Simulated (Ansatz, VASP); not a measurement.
Rh: VASP beside Ansatz

```
CELL_PARAMETERS angstrom
0.00000 1.89785 1.89785
1.89785 0.00000 1.89785
1.89785 1.89785 0.00000
ATOMIC_POSITIONS crystal
Rh 0.00000 0.00000 0.00000
```

Alike in both runs: functional r2SCAN; k mesh 12 × 12 × 12; occupations fermi-dirac, width 0.05 eV; no spin polarisation.

|  | VASP | Ansatz |
| --- | --- | --- |
| version | VASP 6.6.1 | Ansatz 0.2.0 |
| potentials or method | VASP PAW PBE potentials, release 64 (Rh_sv_GW) | Ansatz PAW |
| plane-wave cutoff (eV) | 680 | 500 |
| valence electrons in the cell | 17 | 17 |
| task | single point | band structure |

```csv
,VASP,Ansatz,Ansatz less VASP
gap on the k mesh at the Fermi level (eV),none,none,-
pressure (GPa),0.9,0.8,-0.05
```

VASP's potentials were made for PBE, not for r2SCAN. A gap of «none» marks a metal or a gap that the smearing closes. With one functional, cell and mesh, what is left measures potentials, basis and numerics.
